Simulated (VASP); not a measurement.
Wanted: the native input for a VASP 6.6.1 run.

```
Task                               : single point
Functional                         : HSE06
Potentials or basis                : VASP PAW PBE potentials, release 64 (Li_sv, Cl)
Cutoff                             : 520 eV
k mesh                             : 6 × 6 × 6
Occupations                        : gaussian, width 0.01 eV
Spin                               : no spin polarisation
Dipole correction                  : no
Grid for exact exchange (PRECFOCK) : Normal
Further INCAR settings             : ALGO = Normal; EDIFF = 1e-07; NBANDS = 12
Share of exact exchange            : 0.25
Screening parameter                : 0.2079 1/Å
```

Crystal: LiCl.

```xyz
2
Lattice="-0.1554 2.7129 2.7129 2.7129 -0.1554 2.7129 2.7129 2.7129 -0.1554" Properties=species:S:1:pos:R:3 pbc="T T T"
Li   -0.0276   -0.0276   -0.0276
Cl    1.3452    1.3452    1.3452
```

This cell differs from its parent crystal: epitaxial 111 strain +5.0%.

One way to write it, as run:

POSCAR

```
LiCl
1.0
   -0.1554463180      2.7128818349      2.7128818349
    2.7128818349     -0.1554463180      2.7128818349
    2.7128818349      2.7128818349     -0.1554463180
Li Cl
1 1
Direct
   -0.0052458618     -0.0052458618     -0.0052458618
    0.2552458618      0.2552458618      0.2552458618
```

INCAR.step1

```
SYSTEM = LiCl
PREC = Accurate
ENCUT = 520
EDIFF = 1E-5
ISMEAR = 0
SIGMA = 0.01
LREAL = .FALSE.
LASPH = .TRUE.
NELM = 80
ALGO = Normal
ISIF = 2
LWAVE = .TRUE.
LCHARG = .FALSE.
GGA = PE
NBANDS = 12
```

INCAR.step2

```
SYSTEM = LiCl
PREC = Accurate
ENCUT = 520
EDIFF = 1E-7
ISMEAR = 0
SIGMA = 0.01
LREAL = .FALSE.
LASPH = .TRUE.
NELM = 80
ALGO = Normal
ISIF = 2
LWAVE = .FALSE.
LCHARG = .FALSE.
GGA = PE
LHFCALC = .TRUE.
HFSCREEN = 0.2079
PRECFOCK = Normal
ISTART = 1
NBANDS = 12
```

KPOINTS

```
Automatic mesh
0
G
  6 6 6
  0 0 0
```

Potentials or basis: VASP PAW PBE potentials, release 64 (Li_sv, Cl).

Command:

```sh
$ cat potpaw_PBE.64/Li_sv/POTCAR potpaw_PBE.64/Cl/POTCAR > POTCAR
$ cp INCAR.step1 INCAR
$ mpirun -np 1 vasp_std > vasp.out
$ cp INCAR.step2 INCAR
$ mpirun -np 1 vasp_std > vasp.out
```

It gave:

```
Largest force          : 0.010 eV/Å
Band gap on the k mesh : 6.93 eV
```

Caveat: the cell differs from its parent crystal (epitaxial 111 strain +5.0%); the structure was generated, so it needn't be the stable form of LiCl; the PAW data sets were made with another functional, which shifts forces and pressure a little.

Run time: 28 min on 1 thread of Intel(R) Xeon(R) Platinum 8375C CPU @ 2.90GHz (Ice Lake), with other jobs on the host, peak memory 0.29 GiB.
